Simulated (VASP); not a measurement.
# SrAgI3 (Cm) in VASP: single point with PBE

Aim: the single point of SrAgI3 with PBE.

All numbers are computed with VASP 6.6.1; they aren't measurements. Logs are shortened: lines on timing, memory, paths and dates and some standing lists are left out, and cuts for length are marked.

### 1 The cell of the first run

It takes space group Cm (No. 8, monoclinic). The conventional cell has a = 8.952 Å, b = 8.675 Å, c = 8.607 Å, α = 90.00°, β = 117.77°, γ = 90.00°. Within 4.1 Å of Sr (site symmetry m) lie 5 I at 3.13 to 3.32 Å and 1 Ag at 4.04 Å. Within 3.6 Å of Ag (site symmetry m) lie 3 I at 2.72 to 2.82 Å. Within 3.7 Å of I (site symmetry 1) lie 1 Ag at 2.82 Å and 2 Sr at 3.27 to 3.32 Å. I (site symmetry m) has 1 Ag at 2.72 Å and 1 Sr at 3.13 Å within 3.6 Å.

### 2 Single point, PBE

INCAR reads:

```
PREC = Accurate
ENCUT = 520
EDIFF = 1E-7
ISMEAR = 0
SIGMA = 0.02
LREAL = F
LASPH = T
NELM = 60
ALGO = Normal
ISIF = 2
LWAVE = F
LCHARG = F
GGA = PE
NBANDS = 29
```

KPOINTS reads:

```
regular mesh
0
Gamma
  4 4 4
```

POSCAR reads:

```
SrAgI3
1.0
    4.3025243401     -4.3376981803     -1.2334443090
    4.3025243401      4.3376981803     -1.2334443090
   -1.7560570347      0.0000000000      8.4261372737
Sr Ag I
1 1 3
Direct
    0.8689535378      0.8689535378      1.2476147081
    0.6463712387      0.6463712387      0.5623659728
    0.4348677114      0.9482405423      0.3878715671
    0.5971369798      0.5971369798      0.8512651549
    0.9482405423      0.4348677114      0.3878715671
```

Potentials or basis: VASP PAW PBE potentials, release 64 (Sr_sv, Ag, I).

On the command line:

```console
$ cat potpaw_PBE.64/Sr_sv/POTCAR potpaw_PBE.64/Ag/POTCAR potpaw_PBE.64/I/POTCAR > POTCAR
$ mpirun -np 1 vasp_std > vasp.out
```

OUTCAR:

```text
PREC = Accurate
   ENCUT = 520
   EDIFF = 1E-7
   ISMEAR = 0
   LREAL = F
   LASPH = T
   NELM = 60
   ISIF = 2
   GGA = PE

 ion  position               nearest neighbor table
   1  0.869  0.869  0.248-   4 3.13   3 3.27   5 3.27   5 3.32   3 3.32   2 4.04
   2  0.646  0.646  0.562-   4 2.72   3 2.82   5 2.82   1 4.04
   3  0.435  0.948  0.388-   2 2.82   1 3.27   1 3.32
   4  0.597  0.597  0.851-   2 2.72   1 3.13
   5  0.948  0.435  0.388-   2 2.82   1 3.27   1 3.32

  LATTYP: Found a base centered monoclinic cell.
 ALAT       =     8.9516703605
 B/A-ratio  =     0.9691371567
 C/A-ratio  =     0.9615164971
 COS(beta)  =    -0.4659044546

  Lattice vectors:

 A1 = (   4.3025243401,  -4.3376981803,  -1.2334443090)
 A2 = (   4.3025243401,   4.3376981803,  -1.2334443090)
 A3 = (  -1.7560570347,   0.0000000000,   8.4261372737)

Analysis of symmetry for initial positions (statically):
=====================================================================
 Subroutine PRICEL returns:
 Original cell was already a primitive cell.

 Routine SETGRP: Setting up the symmetry group for a
 base centered monoclinic supercell.

 Subroutine GETGRP returns: Found  2 space group operations
 (whereof  2 operations were pure point group operations)
 out of a pool of  4 trial point group operations.

The static configuration has the point symmetry C_1h.

Analysis of symmetry for dynamics (positions and initial velocities):
=====================================================================
 Subroutine PRICEL returns:
 Original cell was already a primitive cell.

 Routine SETGRP: Setting up the symmetry group for a
 base centered monoclinic supercell.

 Subroutine GETGRP returns: Found  2 space group operations
 (whereof  2 operations were pure point group operations)
 out of a pool of  4 trial point group operations.

The dynamic configuration has the point symmetry C_1h.

 Subroutine INISYM returns: Found  2 space group operations
 (whereof  2 operations are pure point group operations),
 and found     1 'primitive' translations

----------------------------------------------------------------------------------------

                                     Primitive cell

  volume of cell :     295.7240

  direct lattice vectors                    reciprocal lattice vectors
     4.302524340 -4.337698180 -1.233444309     0.123595118 -0.115268509  0.025757956
     4.302524340  4.337698180 -1.233444309     0.123595118  0.115268509  0.025757956
    -1.756057035  0.000000000  8.426137274     0.036184479  0.000000000  0.126219402

  length of vectors
     6.232874623  6.232874623  8.607178729     0.170956295  0.170956295  0.131303671

  position of ions in fractional coordinates (direct lattice)
     0.868953538  0.868953538  0.247614708
     0.646371239  0.646371239  0.562365973
     0.434867711  0.948240542  0.387871567
     0.597136980  0.597136980  0.851265155
     0.948240542  0.434867711  0.387871567

  ion indices of the primitive-cell ions
   primitive index   ion index
                 1           1
                 2           2
                 3           3
                 4           4
                 5           5

----------------------------------------------------------------------------------------

 KPOINTS: regular mesh

Automatic generation of k-mesh.
 Grid dimensions read from file:
 generate k-points for:    4    4    4

 Generating k-lattice:

  Cartesian coordinates                     Fractional coordinates (reciprocal lattice)
     0.030898780 -0.028817127  0.006439489     0.250000000  0.000000000  0.000000000
     0.030898780  0.028817127  0.006439489     0.000000000  0.250000000  0.000000000
     0.009046120  0.000000000  0.031554851     0.000000000  0.000000000  0.250000000

  Length of vectors
     0.042739074  0.042739074  0.032825918

  Shift w.r.t. Gamma in fractional coordinates (k-lattice)
     0.000000000  0.000000000  0.000000000

 Subroutine IBZKPT returns following result:
 ===========================================

 Found     24 irreducible k-points:

 Following reciprocal coordinates:
            Coordinates               Weight
  0.000000  0.000000  0.000000      1.000000
  0.250000  0.000000  0.000000      4.000000
  0.500000  0.000000  0.000000      2.000000
  0.250000  0.250000  0.000000      2.000000
  0.500000  0.250000  0.000000      4.000000
 -0.250000  0.250000  0.000000      2.000000
[... 16 lines left out ...]
 -0.250000  0.250000  0.500000      2.000000
  0.500000  0.500000  0.500000      1.000000
   k-points           NKPTS =     24   k-points in BZ     NKDIM =     24   number of bands    NBANDS=     29
   number of dos      NEDOS =    301   number of ions     NIONS =      5
   total plane-waves  NPLWV = 147456
   dimension x,y,z NGX =    48 NGY =   48 NGZ =   64
   dimension x,y,z NGXF=    96 NGYF=   96 NGZF=  128
   ions per type =               1   1   3
   NGX,Y,Z   is equivalent  to a cutoff of  12.80, 12.80, 12.36 a.u.
   NGXF,Y,Z  is equivalent  to a cutoff of  25.61, 25.61, 24.72 a.u.
 SYSTEM =  unknown system
   PREC   = accura    normal or accurate (medium, high low for compatibility)
   ISTART =      0    job   : 0-new  1-cont  2-samecut
   ICHARG =      2    charge: 1-file 2-atom 10-const
   ISPIN  =      1    spin polarized calculation?
   LNONCOLLINEAR =      F non collinear calculations
   LSORBIT =      F    spin-orbit coupling
   LASPH  =      T    aspherical Exc in radial PAW
   ENCUT  =  520.0 eV  38.22 Ry    6.18 a.u.  11.59 11.59 16.00*2*pi/ulx,y,z
   NELM   =     60;   NELMIN=  2; NELMDL= -5     # of ELM steps
   EDIFF  = 0.1E-06   stopping-criterion for ELM
   LREAL  =      F    real-space projection
   EDIFFG = 0.1E-05   stopping-criterion for IOM
   NSW    =      0    number of steps for IOM
   IBRION =     -1    ionic relax: 0-MD 1-quasi-New 2-CG
   NFREE  =      0    steps in history (QN), initial steepest desc. (CG)
   ISIF   =      2    stress and relaxation
   ISYM   =      2    0-nonsym 1-usesym 2-fastsym
   POTIM  = 0.5000    time-step for ionic-motion
   TEBEG  =    0.0;   TEEND  =   0.0 temperature during run
   PSTRESS=    0.0 pullay stress
   NELECT =      42.0000    total number of electrons
   NUPDOWN=      -1.0000    fix difference up-down
   EMIN   =  10.00;   EMAX   =-10.00  energy-range for DOS
   EFERMI =   0.00;   METHOD = LEGACY
   ISMEAR =     0;   SIGMA  =   0.02  broadening in eV -4-tet -1-fermi 0-gaus
   EFERMI_NEDOS =   21; number of points for ismear=-14 and -15
   IALGO  =     38    algorithm
   IMIX   =      4    mixing-type and parameters
     AMIX     =   0.40;   BMIX     =  1.00
     AMIX_MAG =   1.60;   BMIX_MAG =  1.00
  volume/ion in A,a.u.               =      59.14       399.13
  Fermi-wavevector in a.u.,A,eV,Ry     =   0.854140  1.614091  9.926201  0.729555
  Thomas-Fermi vector in A             =   1.970691
   LORBIT       =      0    0 simple, 1 ext, 2 COOP (PROOUT), +10 PAW based schemes
   GGA     = PE    functional components
   LHFCALC =     F    Hartree Fock is set to
   AEXX    =    0.0000 exact exchange contribution
   IVDW    =     0    specifies the selected vdW correction
   LEPSILON=     F    determine dielectric tensor
   LRPA    =     F    only Hartree local field effects (RPA)
 non-spin polarized calculation
 Gauss-broadening in eV      SIGMA  =   0.02
  energy-cutoff  :      520.00
  volume of cell :      295.72
 maximum number of plane-waves:      7988
 NGX is ok and might be reduce to    48
   NGX = 23   NGY = 23   NGZ = 33

 number of electron      42.0000000 magnetization

 Free energy of the ion-electron system (eV)
  ---------------------------------------------------
  ext. energy  EPLUGINS =         0.00000000
  ---------------------------------------------------
  free energy    TOTEN  =       -14.03687403 eV

  energy without entropy =      -14.03687403  energy(sigma->0) =      -14.03687403

 E-fermi :  -0.4546     XC(G=0):  -6.1418

 val. band max:       -0.5944995782   @ k =   0.5000   0.5000   0.5000
 cond. band min:       2.1955584590   @ k =   0.0000   0.0000   0.0000
 fundamental gap:      2.7900580372
 Fermi energy:        -0.4546106842

 k-point     1 :       0.0000    0.0000    0.0000
  band No.  band energies     occupation
      1     -35.5445      2.00000
      2     -17.5768      2.00000
      3     -17.5426      2.00000
      4     -17.5374      2.00000
      5     -12.2508      2.00000
      6     -11.9881      2.00000
[... 21 lines left out ...]
     28       4.8545      0.00000
     29       5.1621      0.00000

 k-point     2 :       0.2500    0.0000    0.0000
  band No.  band energies     occupation
      1     -35.5445      2.00000
      2     -17.5781      2.00000
      3     -17.5474      2.00000
      4     -17.5391      2.00000
      5     -12.1951      2.00000
      6     -12.0057      2.00000
[... 21 lines left out ...]
     28       4.9386      0.00000
     29       5.0880      0.00000

 k-point     3 :       0.5000    0.0000    0.0000
  band No.  band energies     occupation
      1     -35.5445      2.00000
      2     -17.5801      2.00000
      3     -17.5530      2.00000
      4     -17.5394      2.00000
      5     -12.1122      2.00000
      6     -12.0497      2.00000
[... 21 lines left out ...]
     28       4.9848      0.00000
     29       5.2263      0.00000

 k-point     4 :       0.2500    0.2500    0.0000
  band No.  band energies     occupation
      1     -35.5445      2.00000
      2     -17.5795      2.00000
      3     -17.5474      2.00000
      4     -17.5457      2.00000
      5     -12.1557      2.00000
      6     -12.0020      2.00000
[... 597 lines left out ...]
     28       5.0213      0.00000
     29       5.4747      0.00000

 k-point    23 :      -0.2500    0.2500    0.5000
  band No.  band energies     occupation
      1     -35.5445      2.00000
      2     -17.5793      2.00000
      3     -17.5494      2.00000
      4     -17.5439      2.00000
      5     -12.1294      2.00000
      6     -12.0259      2.00000
[... 21 lines left out ...]
     28       4.8956      0.00000
     29       5.2439      0.00000

 k-point    24 :       0.5000    0.5000    0.5000
  band No.  band energies     occupation
      1     -35.5444      2.00000
      2     -17.5832      2.00000
      3     -17.5540      2.00000
      4     -17.5510      2.00000
      5     -12.0623      2.00000
      6     -12.0153      2.00000
[... 21 lines left out ...]
     28       5.1459      0.00000
     29       5.4840      0.00000

------------------------ aborting loop because EDIFF is reached ----------------------------------------

  FORCE on cell =-STRESS in cart. coord.  units (eV):
  Direction    XX          YY          ZZ          XY          YZ          ZX
  --------------------------------------------------------------------------------------
  -------------------------------------------------------------------------------------
  Total        0.0350144      0.0490666     -0.0170693      0.0000000      0.0000000      0.0196352
  in kB        0.1897017      0.2658338     -0.0924783      0.0000000      0.0000000      0.1063799
  external PRESSURE =       0.1210191 kB  Pullay stress =       0.0000000 kB

 VOLUME and BASIS-vectors are now :
 -----------------------------------------------------------------------------
  energy-cutoff  :      520.00
  volume of cell :      295.72
      direct lattice vectors                 reciprocal lattice vectors
     4.302524340 -4.337698180 -1.233444309     0.123595118 -0.115268509  0.025757956
     4.302524340  4.337698180 -1.233444309     0.123595118  0.115268509  0.025757956
    -1.756057035  0.000000000  8.426137274     0.036184479  0.000000000  0.126219402

 POSITION                                       TOTAL-FORCE (eV/Angst)
 -----------------------------------------------------------------------------------
      7.04256      0.00000     -0.05718         0.001671      0.000000     -0.002272
      4.57451      0.00000      3.14405        -0.003646      0.000000      0.004209
      5.26973      2.22686      1.56227         0.000178     -0.007845      0.009325
      3.64352      0.00000      5.69981         0.001618      0.000000     -0.020588
      5.26973     -2.22686      1.56227         0.000178      0.007845      0.009325
 -----------------------------------------------------------------------------------
    total drift:                                0.000217      0.000000     -0.000047

  FREE ENERGIE OF THE ION-ELECTRON SYSTEM (eV)
  ---------------------------------------------------
  free  energy   TOTEN  =       -14.0368740293 eV

  energy  without entropy=      -14.0368740293  energy(sigma->0) =      -14.03687403
```

Run time: 4.6 min. Hardware: 1 thread of AMD EPYC 7R13 (Zen 3), shared host; peak memory 0.5 GiB.

What came out:

```
Free energy            : -14.0369 eV
Pressure               : 0.0 GPa
Largest force          : 0.021 eV/Å
Band gap on the k mesh : 2.79 eV, indirect (least direct gap 2.92 eV)
```

Forces in eV/Å, atoms in the order of the input:
```
Sr   0.002  0.000 -0.002
Ag  -0.004  0.000  0.004
I    0.000 -0.008  0.009
I    0.002  0.000 -0.021
I    0.000  0.008  0.009
```

Levels at points of the mesh, in eV from the valence-band top:
```
           k point  band 19  band 20  band 21  band 22  band 23  band 24
(0.00, 0.00, 0.00)    -0.81    -0.54    -0.13     2.79     3.84     3.96
(0.50, 0.00, 0.00)    -0.79    -0.48    -0.27     3.81     4.25     4.65
(0.50, 0.50, 0.00)    -0.69    -0.41    -0.02     3.69     3.99     4.45
(0.00, 0.00, 0.50)    -0.81    -0.63    -0.10     3.26     3.77     3.95
(0.50, 0.00, 0.50)    -0.72    -0.62    -0.29     3.95     4.20     4.45
(0.50, 0.50, 0.50)    -0.63    -0.44     0.00     3.42     4.10     4.45
```

Caveat: spin-orbit coupling is left out, which moves the levels of the heavy elements.
